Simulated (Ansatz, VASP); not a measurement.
## One calculation of Ti3SiO8, two programs

```xyz
12
Lattice="3.6388 0.0000 0.0000 0.0000 5.8782 0.0000 0.0000 0.0000 6.0476" Properties=species:S:1:pos:R:3 pbc="T T T"
Ti    0.0000    4.3928    0.4255
Ti    1.8194    0.0000    2.7166
Ti    0.0000    1.4854    0.4255
O     1.8194    4.2700    3.5421
O     1.8194    4.2627    1.0910
O     0.0000    0.0000    1.9978
O     0.0000    0.0000    5.4224
O     1.8194    1.6082    3.5421
O     1.8194    1.6155    1.0910
O     0.0000    2.9391    2.0647
O     0.0000    2.9391    5.4260
Si    1.8194    2.9391    2.4931
```

Alike in both runs: task single point; functional PBE; k mesh 8 × 4 × 4; occupations fermi-dirac, width 0.02 eV; no spin polarisation.

|  | VASP | Ansatz |
| --- | --- | --- |
| version | VASP 6.6.1 | Ansatz 0.2.0 |
| potentials or method | VASP PAW PBE potentials, release 64 (Ti_sv, O, Si) | plane waves, PAW |
| plane-wave cutoff (eV) | 520 | 420 |
| valence electrons in the cell | 88 | 88 |

Ansatz gave:

| Item | Value |
| --- | --- |
| gap on the k mesh at the Fermi level (eV) | 2.94 |
| pressure (GPa) | 5.4 |
| rms of the force components (eV/Å) | 0.112 |

Task: What did VASP give for the same quantities?

Result: gap on the k mesh at the Fermi level (eV): 2.91; pressure (GPa): 6.0; rms of the force components (eV/Å): 0.141.
